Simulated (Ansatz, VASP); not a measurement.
# One calculation of SrCl2, two programs

Contents of INCAR:

```
ALGO = Normal
EDIFF = 1E-8
ENCUT = 520
GGA = CA
ISIF = 2
ISMEAR = -1
LASPH = T
LCHARG = F
LEFG = T
LREAL = F
LWAVE = F
NBANDS = 19
NELM = 60
PREC = Accurate
SIGMA = 0.01
```

The input KPOINTS:

```
k-points
0
Gamma
  8 8 8
```

The input POSCAR:

```
SrCl2
1.0
    0.0000000000      3.4970798193      3.4970798193
    3.4970798193      0.0000000000      3.4970798193
    3.4970798193      3.4970798193      0.0000000000
Sr Cl
1 2
Direct
    0.0000000000      0.0000000000      0.0000000000
    0.2500000000      0.2500000000      0.2500000000
    0.7500000000      0.7500000000      0.7500000000
```

Input for Ansatz:

```yaml
crystal:
  lattice:
    - [0.0, 3.4970798193, 3.4970798193]
    - [3.4970798193, 0.0, 3.4970798193]
    - [3.4970798193, 3.4970798193, 0.0]
  atoms:
    - { symbol: Sr, position: [0.0, 0.0, 0.0] }
    - { symbol: Cl, position: [0.25, 0.25, 0.25] }
    - { symbol: Cl, position: [0.75, 0.75, 0.75] }
kpoints:
  mp_grid: { grid: [8, 8, 8] }
scf:
  occupations: { method: fermi_dirac, width: 0.01 }
hamiltonian:
  xc: lda
  pseudopotentials: { kind: all_electron, datasets: crystal }
output:
  forces: true
  stress: true
  eigenvalues: true
  efg: { contact_densities: true }
```

Change from the starting cell: volume scaled by 1.01, crystal datasets.

Alike in both runs: task electric field gradients; functional LDA; k mesh 8 × 8 × 8; occupations fermi-dirac, width 0.01 eV; no spin polarisation.

```csv
,VASP,Ansatz
version,VASP 6.6.1,Ansatz 0.2.0
potentials or method,"VASP PAW LDA potentials, release 64 (Sr_sv, Cl), cutoff 520 eV","all-electron PAW with datasets made for the crystal, scalar-relativistic"
```

```tsv
	VASP	Ansatz	Ansatz less VASP
gap on the k mesh at the Fermi level (eV)	4.86	4.85	-0.004
pressure (GPa)	-3.0	-3.1	-0.11
```

LDA's correlation is that of Perdew and Zunger in VASP and of Perdew and Wang (1992) in Ansatz. Ansatz ran all-electron here, and VASP with PAW potentials.
